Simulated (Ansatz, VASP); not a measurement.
# TaN in VASP and in Ansatz

The input INCAR:

```
PREC = Accurate
ENCUT = 700
EDIFF = 1E-6
ISMEAR = 0
SIGMA = 0.05
LREAL = F
LASPH = T
NELM = 200
ALGO = Normal
ISIF = 2
LWAVE = F
LCHARG = F
ISPIN = 2
MAGMOM = 0 0 0 0 0 0
LORBIT = 11
LMAXMIX = 4
LDAU = T
LDAUTYPE = 2
LDAUL = 2 -1
LDAUU = 4 0
LDAUJ = 0 0
LDAUPRINT = 1
GGA = CA
NBANDS = 40
GGA_COMPAT = F
```

Contents of KPOINTS:

```
regular mesh
0
Gamma
  4 4 7
```

Contents of POSCAR:

```
TaN
1.0
    5.1850002000      0.0000000000      0.0000000000
   -2.5925001000      4.4903418900      0.0000000000
    0.0000000000      0.0000000000      2.9080005300
Ta N
3 3
Direct
    0.0000000000      0.0000000000      0.0000000000
    0.3333333333      0.6666666667      0.5000000000
    0.6666666667      0.3333333333      0.5000000000
    0.5000000000      0.0000000000      0.0000000000
    0.5000000000      0.5000000000      0.0000000000
    0.0000000000      0.5000000000      0.0000000000
```

Input for Ansatz:

```yaml
crystal:
  lattice:
    - [5.1850002, 0.0, 0.0]
    - [-2.5925001, 4.49034189, 0.0]
    - [0.0, 0.0, 2.90800053]
  atoms:
    - { symbol: Ta, position: [0.0, 0.0, 0.0], spin: 2.0 }
    - { symbol: Ta, position: [0.3333333333, 0.6666666667, 0.5], spin: 2.0 }
    - { symbol: Ta, position: [0.6666666667, 0.3333333333, 0.5], spin: 2.0 }
    - { symbol: "N", position: [0.5, 0.0, 0.0] }
    - { symbol: "N", position: [0.5, 0.5, 0.0] }
    - { symbol: "N", position: [0.0, 0.5, 0.0] }
basis:
  ecutwfc: 420
  ecutrho_ratio: 4
kpoints:
  mp_grid: { grid: [4, 4, 7] }
hamiltonian:
  xc: lda
  hubbard:
    sites:
      - { site: 0, l: d, u_eff: 4.0, starting_ns: [{ spin: up, occupation_matrix: s0up }, { spin: down, occupation_matrix: s0down }] }
      - { site: 1, l: d, u_eff: 4.0, starting_ns: [{ spin: up, occupation_matrix: s1up }, { spin: down, occupation_matrix: s1down }] }
      - { site: 2, l: d, u_eff: 4.0, starting_ns: [{ spin: up, occupation_matrix: s2up }, { spin: down, occupation_matrix: s2down }] }
    occupation_matrices:
      s0up:
        matrix:
          - [0.97, 0.0, 0.0, 0.0, 0.0]
          - [0.0, 0.02, 0.0, 0.0, 0.0]
          - [0.0, 0.0, 0.97, 0.0, 0.0]
          - [0.0, 0.0, 0.0, 0.02, 0.0]
          - [0.0, 0.0, 0.0, 0.0, 0.02]
      s0down:
        matrix:
          - [0.02, 0.0, 0.0, 0.0, 0.0]
          - [0.0, 0.02, 0.0, 0.0, 0.0]
          - [0.0, 0.0, 0.02, 0.0, 0.0]
          - [0.0, 0.0, 0.0, 0.02, 0.0]
          - [0.0, 0.0, 0.0, 0.0, 0.02]
      s1up:
        matrix:
          - [0.02, 0.0, 0.0, 0.0, 0.0]
          - [0.0, 0.97, 0.0, 0.0, 0.0]
          - [0.0, 0.0, 0.02, 0.0, 0.0]
          - [0.0, 0.0, 0.0, 0.97, 0.0]
          - [0.0, 0.0, 0.0, 0.0, 0.02]
      s1down:
        matrix:
          - [0.02, 0.0, 0.0, 0.0, 0.0]
          - [0.0, 0.02, 0.0, 0.0, 0.0]
          - [0.0, 0.0, 0.02, 0.0, 0.0]
          - [0.0, 0.0, 0.0, 0.02, 0.0]
          - [0.0, 0.0, 0.0, 0.0, 0.02]
      s2up:
        matrix:
          - [0.97, 0.0, 0.0, 0.0, 0.0]
          - [0.0, 0.97, 0.0, 0.0, 0.0]
          - [0.0, 0.0, 0.02, 0.0, 0.0]
          - [0.0, 0.0, 0.0, 0.02, 0.0]
          - [0.0, 0.0, 0.0, 0.0, 0.02]
      s2down:
        matrix:
          - [0.02, 0.0, 0.0, 0.0, 0.0]
          - [0.0, 0.02, 0.0, 0.0, 0.0]
          - [0.0, 0.0, 0.02, 0.0, 0.0]
          - [0.0, 0.0, 0.0, 0.02, 0.0]
          - [0.0, 0.0, 0.0, 0.0, 0.02]
    ns_hold: { iters: 12 }
scf:
  occupations: { method: gaussian, width: 0.05 }
  lower_state_search: "off"
  max_iter: 150
output:
  forces: true
  stress: true
  eigenvalues: true
  populations: true
  hubbard: { sites: [{ site: 0, l: d }, { site: 1, l: d }, { site: 2, l: d }] }
  write_density: true
  write_potential: true
  elf: true
  volumetric_format: npy
magnetization:
  spin_polarized: true
```

Alike in both runs: task single point; functional LDA; k mesh 4 × 4 × 7; occupations gaussian, width 0.05 eV; collinear spin; Hubbard terms Ta d U = 4.0 eV.

|  | VASP | Ansatz |
| --- | --- | --- |
| version | VASP 6.6.1 | Ansatz 0.2.0 |
| potentials or method | VASP PAW LDA potentials, release 64 (Ta_sv_GW, N), cutoff 700 eV | scalar-relativistic, plane waves, PAW |
| valence electrons in the cell | 54 | 54 |

VASP gave:

| Property | Result |
| --- | --- |
| gap on the k mesh at the Fermi level (eV) | none |
| pressure (GPa) | 8.6 |
| traceless stress, the component that is largest in VASP (GPa) | 1.18 |

**Question.** What did Ansatz give for the same quantities?

**Answer.** gap on the k mesh at the Fermi level (eV): none; pressure (GPa): -1.2; traceless stress, the component that is largest in VASP (GPa): -3.45.

LDA's correlation is that of Perdew and Zunger in VASP and of Perdew and Wang (1992) in Ansatz. The programs project onto different local orbitals, so the same U acts differently, and such runs can settle in different states. A gap of «none» marks a metal or a gap that the smearing closes. Ansatz's warnings: filled band counts differ across k points, seeded moment not kept, specified occupation not kept, symmetry narrowed by occupation matrices.

Spin-orbit coupling is off throughout.
